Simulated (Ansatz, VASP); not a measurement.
## Two plane-wave programs on BaTa2

```xyz
3
Lattice="0.0000 3.3450 3.3450 3.3450 0.0000 3.3450 3.3450 3.3450 0.0000" Properties=species:S:1:pos:R:3 pbc="T T T"
Ba    0.0000    0.0000    0.0000
Ta    1.6725    1.6725    1.6725
Ta    5.0176    5.0176    5.0176
```

Alike in both runs: functional PBE; k mesh 12 × 12 × 12; occupations gaussian, width 0.1 eV; no spin polarisation.

Ansatz relaxed the structure, and its values are those at the end. VASP's run is a single point on that final structure, the one shown.

|  | VASP | Ansatz |
| --- | --- | --- |
| version | VASP 6.6.1 | Ansatz 0.2.0 |
| potentials or method | VASP PAW PBE potentials, release 64 (Ba_sv, Ta_sv_GW), cutoff 500 eV | scalar-relativistic, plane waves, PAW |
| valence electrons in the cell | 36 | 36 |

```tsv
	VASP	Ansatz	Ansatz less VASP
gap on the k mesh at the Fermi level (eV)	none	none	-
pressure (GPa)	2.2	0.0	-2.16
```

A gap of «none» marks a metal or a gap that the smearing closes.

Neither program's run includes spin-orbit coupling.
